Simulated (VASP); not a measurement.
Here is a VASP 6.6.1 calculation.

Contents of POSCAR:

```
WC
1.0
    0.0000000000      2.1926840000      2.1926840000
    2.1926840000      0.0000000000      2.1926840000
    2.1926840000      2.1926840000      0.0000000000
W C
1 1
Direct
   -0.0171023276     -0.0171023276      0.0171023276
    0.5000000000      0.5000000000      0.5000000000
```

File INCAR.step1:

```
SYSTEM = WC
  PREC = Accurate
  ENCUT = 520
  ISMEAR = 0
  SIGMA = 0.15
  LREAL = .False.
  LASPH = .True.
  NELM = 60
  NBANDS = 16
  GGA = PE
  ALGO = Normal
  EDIFF = 1E-4
  LWAVE = .True.
  LCHARG = .False.
```

The input INCAR.step2:

```
SYSTEM = WC
  PREC = Accurate
  ENCUT = 520
  EDIFF = 1E-7
  ISMEAR = 0
  SIGMA = 0.15
  LREAL = .False.
  LASPH = .True.
  NELM = 60
  ALGO = Normal
  ISIF = 2
  LWAVE = .False.
  LCHARG = .True.
  METAGGA = R2SCAN
  LMIXTAU = .True.
  LELF = .True.
  LVHAR = .True.
  NBANDS = 16
  ISTART = 1
```

KPOINTS

```
Automatic mesh
0
Gamma
  18 18 18
  0 0 0
```

Potentials or basis: VASP PAW PBE potentials, release 64 (W_sv, C).

Command:

```bash
$ cat potpaw_PBE.64/W_sv/POTCAR potpaw_PBE.64/C/POTCAR > POTCAR
$ cp INCAR.step1 INCAR
$ mpirun -np 1 vasp_std > vasp.out
$ cp INCAR.step2 INCAR
$ mpirun -np 1 vasp_std > vasp.out
```

Task: Predict the band gap on the k mesh.

Result: Zero (band 9 reaches 13.48 eV, above the bottom of band 10 at 10.27 eV).

Task: Predict the pressure.

Result: -2.7 GPa.

Task: Predict the largest force.

Result: 0.436 eV/Å.

Forces in eV/Å, atoms in the order of the input:
```
W    0.000  0.000  0.436
C    0.000  0.000 -0.436
```

Caveat: the cell differs from its parent crystal (all W atoms moved +0.075 Å, as atom 1 towards its neighbour atom 2 (C) at 2.193 Å); the PAW data sets were made with another functional, which shifts forces and pressure a little; spin-orbit coupling is left out, which moves the levels of the heavy elements.
